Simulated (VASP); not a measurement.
Input of a VASP 6.6.1 run:

Contents of INCAR:

```
PREC     = Accurate       # precision mode
ENCUT    = 520            # plane-wave cutoff, eV
EDIFF    = 1E-6           # SCF threshold, eV
ISMEAR   = -1             # smearing method
SIGMA    = 0.05           # smearing width, eV
LREAL    = F              # projectors in reciprocal space
LASPH    = T              # aspherical terms in the spheres
NELM     = 80             # most SCF steps
ALGO     = Normal         # electronic algorithm
ISIF     = 2              # what is computed and relaxed
LWAVE    = F              # write WAVECAR
LCHARG   = T              # write CHGCAR
GGA      = PS             # functional
LELF     = T              # ELF
LVHAR    = T            
NBANDS   = 8              # bands
```

KPOINTS

```
Automatic mesh
0
Gamma
  10 10 10
```

File POSCAR:

```
As
1.0
    2.7215874433      0.0000000000      0.0000000000
    0.0000000000      2.7215874433      0.0000000000
    0.0000000000      0.0000000000      2.7215874433
As
1
Direct
    0.5000000000      0.5000000000      0.5000000000
```

Potentials or basis: VASP PAW PBE potentials, release 64 (As).

The run is started by

```sh
$ cat potpaw_PBE.64/As/POTCAR > POTCAR
$ mpirun -np 1 vasp_std > vasp.out
```

Question: What does it give for the pressure?

Answer: -2.9 GPa.

Caveat: the PAW data sets were made with another functional, which shifts forces and pressure a little.
